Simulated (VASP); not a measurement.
# Rh (Fm-3m) in VASP: notebook

Rh is run at these levels: LDA; tasks: single point.

Everything below comes from runs of VASP 6.6.1. Logs are shortened: lines on timing, memory, paths and dates and some standing lists are left out, and cuts for length are marked.

### 1 The cell of the first run

The structure is cubic, space group Fm-3m (No. 225). The conventional cell has a = 3.796 Å, b = 3.796 Å, c = 3.796 Å, α = 90.00°, β = 90.00°, γ = 90.00°. Rh (site symmetry m-3m) has 12 Rh at 2.68 Å within 3.5 Å.

### 2 Single point, LDA, collinear spin, ferromagnetic start

Contents of INCAR:

```
SYSTEM = Rh
ALGO = Normal
EDIFF = 1E-7
ENCUT = 520
GGA = CA
ISIF = 2
ISMEAR = -1
ISPIN = 2
LASPH = .TRUE.
LCHARG = .FALSE.
LMAXMIX = 4
LORBIT = 11
LREAL = .FALSE.
LWAVE = .FALSE.
MAGMOM = 1
NBANDS = 18
NELM = 150
PREC = Accurate
SIGMA = 0.05
```

Contents of KPOINTS:

```
k-points
0
G
  15 15 15
  0 0 0
```

Contents of POSCAR:

```
Rh
1.0
    0.0000000000      1.8978500000      1.8978500000
    1.8978500000      0.0000000000      1.8978500000
    1.8978500000      1.8978500000      0.0000000000
Rh
1
Direct
    0.0000000000      0.0000000000      0.0000000000
```

Potentials or basis: VASP PAW LDA potentials, release 64 (Rh_pv).

Started as:

```
$ cat potpaw_LDA.64/Rh_pv/POTCAR > POTCAR
$ mpirun -np 1 vasp_std > vasp.out
```

OUTCAR:

```text
SYSTEM = Rh
   EDIFF = 1E-7
   ENCUT = 520
   GGA = CA
   ISIF = 2
   ISMEAR = -1
   ISPIN = 2
   LASPH = .TRUE.
   LORBIT = 11
   LREAL = .FALSE.
   NELM = 150
   PREC = Accurate

 ion  position               nearest neighbor table
   1  0.000  0.000  0.000-

  LATTYP: Found a face centered cubic cell.
 ALAT       =     3.7957000000

  Lattice vectors:

 A1 = (   0.0000000000,   1.8978500000,   1.8978500000)
 A2 = (   1.8978500000,   0.0000000000,   1.8978500000)
 A3 = (   1.8978500000,   1.8978500000,   0.0000000000)

Analysis of symmetry for initial positions (statically):
=====================================================================
 Subroutine PRICEL returns:
 Original cell was already a primitive cell.

 Routine SETGRP: Setting up the symmetry group for a
 face centered cubic supercell.

 Subroutine GETGRP returns: Found 48 space group operations
 (whereof 48 operations were pure point group operations)
 out of a pool of 48 trial point group operations.

The static configuration has the point symmetry O_h .

Analysis of symmetry for dynamics (positions and initial velocities):
=====================================================================
 Subroutine PRICEL returns:
 Original cell was already a primitive cell.

 Routine SETGRP: Setting up the symmetry group for a
 face centered cubic supercell.

 Subroutine GETGRP returns: Found 48 space group operations
 (whereof 48 operations were pure point group operations)
 out of a pool of 48 trial point group operations.

The dynamic configuration has the point symmetry O_h .

Analysis of structural, dynamic, and magnetic symmetry:
=====================================================================
 Subroutine PRICEL returns:
 Original cell was already a primitive cell.

 Routine SETGRP: Setting up the symmetry group for a
 face centered cubic supercell.

 Subroutine GETGRP returns: Found 48 space group operations
 (whereof 48 operations were pure point group operations)
 out of a pool of 48 trial point group operations.

The overall configuration has the point symmetry O_h .

 Subroutine INISYM returns: Found 48 space group operations
 (whereof 48 operations are pure point group operations),
 and found     1 'primitive' translations

----------------------------------------------------------------------------------------

                                     Primitive cell

  volume of cell :      13.6715

  direct lattice vectors                    reciprocal lattice vectors
     0.000000000  1.897850000  1.897850000    -0.263456016  0.263456016  0.263456016
     1.897850000  0.000000000  1.897850000     0.263456016 -0.263456016  0.263456016
     1.897850000  1.897850000  0.000000000     0.263456016  0.263456016 -0.263456016

  length of vectors
     2.683965209  2.683965209  2.683965209     0.456319205  0.456319205  0.456319205

  position of ions in fractional coordinates (direct lattice)
     0.000000000  0.000000000  0.000000000

  ion indices of the primitive-cell ions
   primitive index   ion index
                 1           1

----------------------------------------------------------------------------------------

 KPOINTS: k-points

Automatic generation of k-mesh.
 Grid dimensions read from file:
 generate k-points for:   15   15   15

 Generating k-lattice:

  Cartesian coordinates                     Fractional coordinates (reciprocal lattice)
    -0.017563734  0.017563734  0.017563734     0.066666667  0.000000000  0.000000000
     0.017563734 -0.017563734  0.017563734     0.000000000  0.066666667  0.000000000
     0.017563734  0.017563734 -0.017563734     0.000000000  0.000000000  0.066666667

  Length of vectors
     0.030421280  0.030421280  0.030421280

  Shift w.r.t. Gamma in fractional coordinates (k-lattice)
     0.000000000  0.000000000  0.000000000

 Subroutine IBZKPT returns following result:
 ===========================================

 Found    120 irreducible k-points:

 Following reciprocal coordinates:
            Coordinates               Weight
  0.000000  0.000000  0.000000      1.000000
  0.066667  0.000000  0.000000      8.000000
  0.133333  0.000000  0.000000      8.000000
  0.200000  0.000000  0.000000      8.000000
  0.266667  0.000000  0.000000      8.000000
  0.333333  0.000000  0.000000      8.000000
[... 16 lines left out ...]
  0.133333  0.133333  0.000000      6.000000
  0.200000  0.133333  0.000000     24.000000
 [... further k-points ...]
   k-points           NKPTS =    120   k-points in BZ     NKDIM =    120   number of bands    NBANDS=     18
   number of dos      NEDOS =    301   number of ions     NIONS =      1
   total plane-waves  NPLWV =   8000
   dimension x,y,z NGX =    20 NGY =   20 NGZ =   20
   dimension x,y,z NGXF=    40 NGYF=   40 NGZF=   40
   ions per type =               1
   NGX,Y,Z   is equivalent  to a cutoff of  12.39, 12.39, 12.39 a.u.
   NGXF,Y,Z  is equivalent  to a cutoff of  24.78, 24.78, 24.78 a.u.
 SYSTEM =  Rh
   PREC   = accura    normal or accurate (medium, high low for compatibility)
   ISTART =      0    job   : 0-new  1-cont  2-samecut
   ICHARG =      2    charge: 1-file 2-atom 10-const
   ISPIN  =      2    spin polarized calculation?
   LNONCOLLINEAR =      F non collinear calculations
   LSORBIT =      F    spin-orbit coupling
   LASPH  =      T    aspherical Exc in radial PAW
   ENCUT  =  520.0 eV  38.22 Ry    6.18 a.u.   4.99  4.99  4.99*2*pi/ulx,y,z
   NELM   =    150;   NELMIN=  2; NELMDL= -5     # of ELM steps
   EDIFF  = 0.1E-06   stopping-criterion for ELM
   LREAL  =      F    real-space projection
   EDIFFG = 0.1E-05   stopping-criterion for IOM
   NSW    =      0    number of steps for IOM
   IBRION =     -1    ionic relax: 0-MD 1-quasi-New 2-CG
   NFREE  =      0    steps in history (QN), initial steepest desc. (CG)
   ISIF   =      2    stress and relaxation
   ISYM   =      2    0-nonsym 1-usesym 2-fastsym
   POTIM  = 0.5000    time-step for ionic-motion
   TEBEG  =    0.0;   TEEND  =   0.0 temperature during run
   PSTRESS=    0.0 pullay stress
   NELECT =      15.0000    total number of electrons
   NUPDOWN=      -1.0000    fix difference up-down
   EMIN   =  10.00;   EMAX   =-10.00  energy-range for DOS
   EFERMI =   0.00;   METHOD = LEGACY
   ISMEAR =    -1;   SIGMA  =   0.05  broadening in eV -4-tet -1-fermi 0-gaus
   EFERMI_NEDOS =   21; number of points for ismear=-14 and -15
   IALGO  =     38    algorithm
   IMIX   =      4    mixing-type and parameters
     AMIX     =   0.40;   BMIX     =  1.00
     AMIX_MAG =   1.60;   BMIX_MAG =  1.00
  volume/ion in A,a.u.               =      13.67        92.26
  Fermi-wavevector in a.u.,A,eV,Ry     =   1.688496  3.190795 38.790465  2.851019
  Thomas-Fermi vector in A             =   2.770792
   LORBIT       =     11    0 simple, 1 ext, 2 COOP (PROOUT), +10 PAW based schemes
   GGA     = CA    functional components
   LHFCALC =     F    Hartree Fock is set to
   AEXX    =    0.0000 exact exchange contribution
   IVDW    =     0    specifies the selected vdW correction
   LEPSILON=     F    determine dielectric tensor
   LRPA    =     F    only Hartree local field effects (RPA)
 spin polarized calculation
  energy-cutoff  :      520.00
  volume of cell :       13.67
 maximum number of plane-waves:       378
   NGX =  9   NGY =  9   NGZ =  9

 number of electron      15.0000007 magnetization       0.0003556

 number of electron      15.0000007 magnetization      -0.0000684

 Free energy of the ion-electron system (eV)
  ---------------------------------------------------
  ext. energy  EPLUGINS =         0.00000000
  ---------------------------------------------------
  free energy    TOTEN  =        -8.67796000 eV

  energy without entropy =       -8.66701683  energy(sigma->0) =       -8.67248841

 E-fermi :  11.8247     XC(G=0): -14.3888

 val. band max:       11.8170589413   @ k =  -0.3333   0.2000   0.0667
 cond. band min:      11.8285345423   @ k =   0.3333   0.1333   0.0000
 fundamental gap:      0.0114756010
 Fermi energy:        11.8247492964

 spin component 1

 k-point     1 :       0.0000    0.0000    0.0000
  band No.  band energies     occupation
      1     -34.3708      1.00000
      2     -34.3708      1.00000
      3     -34.3708      1.00000
      4       3.7426      1.00000
      5       8.6705      1.00000
      6       8.6705      1.00000
[... 10 lines left out ...]
     17      44.3905      0.00000
     18      44.3905      0.00000

 k-point     2 :       0.0667    0.0000    0.0000
  band No.  band energies     occupation
      1     -34.4049      1.00000
      2     -34.3754      1.00000
      3     -34.3754      1.00000
      4       3.9227      1.00000
      5       8.5909      1.00000
      6       8.7410      1.00000
[... 10 lines left out ...]
     17      43.8143      0.00000
     18      43.8143      0.00000

 k-point     3 :       0.1333    0.0000    0.0000
  band No.  band energies     occupation
      1     -34.5005      1.00000
      2     -34.3883      1.00000
      3     -34.3883      1.00000
      4       4.4270      1.00000
      5       8.4113      1.00000
      6       8.9118      1.00000
[... 10 lines left out ...]
     17      42.1987      0.00000
     18      43.7391      0.00000

 k-point     4 :       0.2000    0.0000    0.0000
  band No.  band energies     occupation
      1     -34.6399      1.00000
      2     -34.4073      1.00000
      3     -34.4073      1.00000
      4       5.1106      1.00000
      5       8.3257      1.00000
      6       9.0501      1.00000
[... 375 lines left out ...]
      4       4.2130      1.00000
      5       8.4430      1.00000
      6       8.8385      1.00000
[... 10 lines left out ...]
     17      42.7152      0.00000
     18      43.9137      0.00000

 k-point    23 :       0.1333    0.1333    0.0000
  band No.  band energies     occupation
      1     -34.4966      1.00000
      2     -34.4175      1.00000
      3     -34.4175      1.00000
      4       4.6582      1.00000
      5       8.0808      1.00000
      6       9.1605      1.00000
[... 10 lines left out ...]
     17      43.5460      0.00000
     18      44.2757      0.00000

 k-point    24 :       0.2000    0.1333    0.0000
  band No.  band energies     occupation
      1     -34.5874      1.00000
      2     -34.4412      1.00000
      3     -34.4349      1.00000
      4       5.1984      1.00000
      5       7.8251      1.00000
      6       9.3254      1.00000
[... 10 lines left out ...]
     17      42.6330      0.00000
     18      44.9707      0.00000

 [... further k-points ...]

 spin component 2

 k-point     1 :       0.0000    0.0000    0.0000
  band No.  band energies     occupation
      1     -34.3709      1.00000
      2     -34.3709      1.00000
      3     -34.3709      1.00000
      4       3.7426      1.00000
      5       8.6704      1.00000
      6       8.6704      1.00000
[... 10 lines left out ...]
     17      44.3905      0.00000
     18      44.3905      0.00000

 k-point     2 :       0.0667    0.0000    0.0000
  band No.  band energies     occupation
      1     -34.4049      1.00000
      2     -34.3755      1.00000
      3     -34.3755      1.00000
      4       3.9227      1.00000
      5       8.5909      1.00000
      6       8.7409      1.00000
[... 10 lines left out ...]
     17      43.8143      0.00000
     18      43.8143      0.00000

 k-point     3 :       0.1333    0.0000    0.0000
  band No.  band energies     occupation
      1     -34.5006      1.00000
      2     -34.3884      1.00000
      3     -34.3884      1.00000
      4       4.4270      1.00000
      5       8.4113      1.00000
      6       8.9118      1.00000
[... 10 lines left out ...]
     17      42.1987      0.00000
     18      43.7391      0.00000

 k-point     4 :       0.2000    0.0000    0.0000
  band No.  band energies     occupation
      1     -34.6399      1.00000
      2     -34.4074      1.00000
      3     -34.4074      1.00000
      4       5.1106      1.00000
      5       8.3257      1.00000
      6       9.0500      1.00000
[... 375 lines left out ...]
      4       4.2130      1.00000
      5       8.4429      1.00000
      6       8.8384      1.00000
[... 10 lines left out ...]
     17      42.7152      0.00000
     18      43.9137      0.00000

 k-point    23 :       0.1333    0.1333    0.0000
  band No.  band energies     occupation
      1     -34.4966      1.00000
      2     -34.4175      1.00000
      3     -34.4175      1.00000
      4       4.6582      1.00000
      5       8.0808      1.00000
      6       9.1605      1.00000
[... 10 lines left out ...]
     17      43.5460      0.00000
     18      44.2757      0.00000

 k-point    24 :       0.2000    0.1333    0.0000
  band No.  band energies     occupation
      1     -34.5874      1.00000
      2     -34.4413      1.00000
      3     -34.4349      1.00000
      4       5.1984      1.00000
      5       7.8250      1.00000
      6       9.3254      1.00000
[... 10 lines left out ...]
     17      42.6330      0.00000
     18      44.9707      0.00000

 [... further k-points ...]

------------------------ aborting loop because EDIFF is reached ----------------------------------------

  FORCE on cell =-STRESS in cart. coord.  units (eV):
  Direction    XX          YY          ZZ          XY          YZ          ZX
  --------------------------------------------------------------------------------------
  -------------------------------------------------------------------------------------
  Total       -0.7595295     -0.7595295     -0.7595295      0.0000000      0.0000000     -0.0000000
  in kB      -89.0101566    -89.0101566    -89.0101566      0.0000000      0.0000000     -0.0000000
  external PRESSURE =     -89.0101566 kB  Pullay stress =       0.0000000 kB

 VOLUME and BASIS-vectors are now :
 -----------------------------------------------------------------------------
  energy-cutoff  :      520.00
  volume of cell :       13.67
      direct lattice vectors                 reciprocal lattice vectors
     0.000000000  1.897850000  1.897850000    -0.263456016  0.263456016  0.263456016
     1.897850000  0.000000000  1.897850000     0.263456016 -0.263456016  0.263456016
     1.897850000  1.897850000  0.000000000     0.263456016  0.263456016 -0.263456016

 POSITION                                       TOTAL-FORCE (eV/Angst)
 -----------------------------------------------------------------------------------
      0.00000      0.00000      0.00000         0.000000      0.000000      0.000000
 -----------------------------------------------------------------------------------
    total drift:                                0.000000      0.000000      0.000000

  FREE ENERGIE OF THE ION-ELECTRON SYSTEM (eV)
  ---------------------------------------------------
  free  energy   TOTEN  =        -8.6779599969 eV

  energy  without entropy=       -8.6670168283  energy(sigma->0) =       -8.67248841

 total charge

# of ion       s       p       d       tot
------------------------------------------
    1        0.419   6.308   7.067  13.794

 magnetization (x)

# of ion       s       p       d       tot
------------------------------------------
    1        0.000   0.000  -0.000  -0.000
```

It took 42 s on 1 thread of Intel Xeon Platinum 8559C (Emerald Rapids), shared host; peak memory 0.15 GiB.

What came out:

```yaml
Free_energy: -8.6780 eV
Pressure: -8.9 GPa
Net_moment: 0.00 μB per cell
Valence_electrons_inside_the_program's_atomic_spheres: Rh 13.79
```

Caveat: the cell stands under tension.

### 3 Single point, LDA, collinear spin, ferromagnetic start

Contents of INCAR:

```
PREC = Accurate
ENCUT = 520
EDIFF = 1E-6
ISMEAR = -1
SIGMA = 0.05
LREAL = F
LASPH = T
NELM = 150
ALGO = Normal
ISIF = 2
LWAVE = F
LCHARG = T
ISPIN = 2
MAGMOM = 0.2
LORBIT = 11
NUPDOWN = 0.2
LMAXMIX = 4
LELF = T
LVHAR = T
NBANDS = 18
```

Contents of KPOINTS:

```
Automatic mesh
0
Gamma
  15 15 15
```

POSCAR is that of step 2.

Potentials or basis: VASP PAW LDA potentials, release 64 (Rh_pv).

Started as:

```
$ cat potpaw_LDA.64/Rh_pv/POTCAR > POTCAR
$ mpirun -np 1 vasp_std > vasp.out
```

Wall time 42 s (1 thread of Intel Xeon Platinum 8559C (Emerald Rapids), shared host); peak memory 0.15 GiB.

The run converged. Its results:

| Item | Value |
| --- | --- |
| Free energy | -8.6686 eV |
| Pressure | -8.6 GPa |
| Net moment | 0.20 μB per cell |
| Site moments | Rh +0.20 μB |
| Valence electrons inside the program's atomic spheres | Rh 13.79 |

Caveat: the cell stands under tension; the total moment is fixed, so each spin has its own Fermi level and the state may be an excited one.

### 4 Single point, LDA, collinear spin, ferromagnetic start

Contents of INCAR:

```
PREC = Accurate ; ENCUT = 520
EDIFF = 1E-7 ; ISMEAR = -1
SIGMA = 0.05 ; LREAL = False
LASPH = True ; NELM = 150
ALGO = Normal ; ISIF = 2
LWAVE = False ; LCHARG = False
ISPIN = 2 ; MAGMOM = 0.2
LORBIT = 11 ; NUPDOWN = 0.2
LMAXMIX = 4 ; GGA = CA
NBANDS = 18
```

Contents of KPOINTS:

```
regular mesh
0
Gamma
  15 15 15
```

POSCAR is that of step 3.

Started as:

```
$ cat potpaw_LDA.64/Rh_pv/POTCAR > POTCAR
$ mpirun -np 1 vasp_std > vasp.out
```

Run time: 37 s. Hardware: 1 thread of Intel Xeon Platinum 8559C (Emerald Rapids), shared host; peak memory 0.15 GiB.

It converged, with:

| Quantity | Value |
| --- | --- |
| Free energy | -8.6686 eV |
| Pressure | -8.6 GPa |
| Net moment | 0.20 μB per cell |
| Site moments | Rh +0.20 μB |
| Valence electrons inside the program's atomic spheres | Rh 13.79 |

Caveat: the cell stands under tension; the total moment is fixed, so each spin has its own Fermi level and the state may be an excited one.
